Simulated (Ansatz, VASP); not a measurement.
One calculation of ZnCd3Te2, two programs

```xyz
6
Lattice="5.3642 3.0970 2.8988 -5.3642 3.0970 2.8988 0.0000 -6.1941 2.8988" Properties=species:S:1:pos:R:3 pbc="T T T"
Zn    0.0000    0.0000    4.3482
Cd   -2.6821    1.5485    1.4494
Cd    0.0000   -3.0970    1.4494
Cd    2.6821    1.5485    1.4494
Te    0.0000    0.0000    6.8208
Te    0.0000    0.0000    1.8755
```

Change from the starting cell: species swapped into the Ag3AuS2 type (R-3m, No. 166).

Alike in both runs: task relaxation of cell and atoms; functional PBE; k mesh 6 × 6 × 6; occupations gaussian, width 0.1 eV; no spin polarisation.

|  | VASP | Ansatz |
| --- | --- | --- |
| version | VASP 6.6.1 | Ansatz 0.2.0 |
| potentials or method | VASP PAW PBE potentials, release 64 (Zn, Cd, Te), cutoff 600 eV | scalar-relativistic, plane waves, PAW |
| valence electrons in the cell | 60 | 104 |

VASP gave:

| Quantity | Value |
| --- | --- |
| gap on the k mesh at the Fermi level, each at its own relaxed structure (eV) | none |
| relaxed volume (Å³/atom) | 47.42 |
| relaxed length of the cell vector where the two differ most in proportion (Å) | 6.804 |

Question: What did Ansatz give for the same quantities?

Answer: gap on the k mesh at the Fermi level, each at its own relaxed structure (eV): none; relaxed volume (Å³/atom): 47.28; relaxed length of the cell vector where the two differ most in proportion (Å): 6.798.

A gap of «none» marks a metal or a gap that the smearing closes. VASP's potentials hold 60 valence electrons a cell and Ansatz's 104, so a difference there can come from the potentials and not from the codes.

Neither program's run includes spin-orbit coupling.
